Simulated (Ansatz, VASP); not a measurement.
**HfN: VASP beside Ansatz**

```
CELL_PARAMETERS angstrom
0.00000 2.03822 2.03822
2.03822 0.00000 2.03822
2.03822 2.03822 0.00000
ATOMIC_POSITIONS crystal
Hf 0.00000 0.00000 0.00000
N 0.50000 0.50000 0.50000
```

Change from the starting cell: volume scaled by 0.72, LAPW.

Alike in both runs: task single point; functional PBE; k mesh 15 × 15 × 15; occupations fermi-dirac, width 0.1 eV; no spin polarisation.

|  | VASP | Ansatz |
| --- | --- | --- |
| version | VASP 6.6.1 | Ansatz 0.2.0 |
| potentials or method | VASP PAW PBE potentials, release 64 (Hf_pv, N), cutoff 520 eV | all-electron LAPW, scalar-relativistic |

```csv
,VASP,Ansatz,Ansatz less VASP
pressure (GPa),171.8,173.1,+1.34
```

Both programs put the cell under a high pressure, so it lies far from rest at this level. Ansatz ran all-electron here, and VASP with PAW potentials.

Spin-orbit coupling is off throughout. Noted on VASP's run: the cell as given lies far from equilibrium.
